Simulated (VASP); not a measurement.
A run of VASP 6.6.1 is set up as follows.

Contents of INCAR:

```
ALGO     = Normal         # electronic algorithm
EDIFF    = 1E-6           # SCF threshold, eV
ENCUT    = 520            # plane-wave cutoff, eV
GGA      = PE             # functional
ISIF     = 2              # what is computed and relaxed
ISMEAR   = 0              # smearing method
LASPH    = T              # aspherical terms in the spheres
LCHARG   = T              # write CHGCAR
LELF     = T              # ELF
LREAL    = F              # projectors in reciprocal space
LVHAR    = T            
LWAVE    = F              # write WAVECAR
NBANDS   = 26             # bands
NELM     = 100            # most SCF steps
PREC     = Accurate       # precision mode
SIGMA    = 0.02           # smearing width, eV
```

KPOINTS

```
k-points
0
Gamma
  10 10 10
```

POSCAR

```
Mg2CdS3
1.0
   -1.8850843496      1.8850843496      8.0083462404
    1.8850843496     -1.8850843496      8.0083462404
    1.8850843496      1.8850843496     -8.0083462404
Mg Cd S
2 1 3
Direct
    0.6674025252      0.6674025252      0.0000000000
    0.3325974748      0.3325974748      0.0000000000
    0.0000000000      0.0000000000      0.0000000000
    0.1701770119      0.1701770119      0.0000000000
    0.8298229881      0.8298229881      0.0000000000
    0.5000000000      0.5000000000      0.0000000000
```

Potentials or basis: VASP PAW PBE potentials, release 64 (Mg, Cd, S).

Command:

```sh
$ cat potpaw_PBE.64/Mg/POTCAR potpaw_PBE.64/Cd/POTCAR potpaw_PBE.64/S/POTCAR > POTCAR
$ mpirun -np 1 vasp_std > vasp.out
```

Task: Estimate the pressure.

Result: 0.0 GPa.

Task: What does it give for the largest force?

Result: 0.024 eV/Å.

Task: Estimate the band gap on the k mesh.

Result: 1.25 eV (least direct gap 2.12 eV).

Forces on the atoms (eV/Å):
```
Mg   0.000  0.000  0.004
Mg   0.000  0.000 -0.004
Cd   0.000  0.000  0.000
S    0.000  0.000  0.024
S    0.000  0.000 -0.024
S    0.000  0.000  0.000
```

A k mesh can miss the band edges.
